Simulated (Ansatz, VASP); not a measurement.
**SnSe in VASP and in Ansatz**

The input INCAR:

```
SYSTEM = SnSe
  PREC = Accurate
  ENCUT = 520
  EDIFF = 1E-6
  ISMEAR = 0
  SIGMA = 0.05
  LREAL = .FALSE.
  LASPH = .TRUE.
  NELM = 60
  ALGO = Normal
  ISIF = 2
  LWAVE = .FALSE.
  LCHARG = .FALSE.
  GGA = CA
  NBANDS = 17
```

The input KPOINTS:

```
Automatic mesh
0
G
  8 8 8
  0 0 0
```

POSCAR

```
SnSe
1.0
    0.0000000000      2.9466477701      2.9466477701
    2.9466477701      0.0000000000      2.9466477701
    2.9466477701      2.9466477701      0.0000000000
Sn Se
1 1
Direct
    0.0000000000      0.0000000000      0.0000000000
    0.4809105111      0.4809105111      0.5190894889
```

Input for Ansatz:

```yaml
crystal:
  lattice:
    - [0.0, 2.9466477701, 2.9466477701]
    - [2.9466477701, 0.0, 2.9466477701]
    - [2.9466477701, 2.9466477701, 0.0]
  atoms:
    - { symbol: Sn, position: [0.0, 0.0, 0.0] }
    - { symbol: Se, position: [0.4809105111, 0.4809105111, 0.5190894889] }
basis:
  ecutwfc: 420
kpoints:
  mp_grid: { grid: [8, 8, 8] }
hamiltonian:
  xc: lda
scf:
  occupations: { method: gaussian, width: 0.05 }
output:
  forces: true
  stress: true
  eigenvalues: true
```

Change from the starting cell: all Se atoms moved +0.113 Å, as atom 2 towards its neighbour atom 1 (Sn) at 2.947 Å.

Alike in both runs: task single point; functional LDA; k mesh 8 × 8 × 8; occupations gaussian, width 0.05 eV; no spin polarisation.

|  | VASP | Ansatz |
| --- | --- | --- |
| version | VASP 6.6.1 | Ansatz 0.2.0 |
| potentials or method | VASP PAW LDA potentials, release 64 (Sn_d, Se), cutoff 520 eV | scalar-relativistic, plane waves, PAW |
| valence electrons in the cell | 20 | 30 |

VASP gave:

* gap on the k mesh at the Fermi level (eV): 0.77
* least direct gap on the mesh (eV): 0.92
* pressure (GPa): 0.3
* traceless stress, the component that is largest in VASP (GPa): 0.31
* rms of the force components (eV/Å): 0.043

Which values does Ansatz return?

gap on the k mesh at the Fermi level (eV): 0.78; least direct gap on the mesh (eV): 0.92; pressure (GPa): 0.2; traceless stress, the component that is largest in VASP (GPa): 0.30; rms of the force components (eV/Å): 0.040.

LDA's correlation is that of Perdew and Zunger in VASP and of Perdew and Wang (1992) in Ansatz. Atom by atom the forces differ by 0.004 eV/Å (rms over components). VASP's potentials hold 20 valence electrons a cell and Ansatz's 30, so a difference there can come from the potentials and not from the codes.
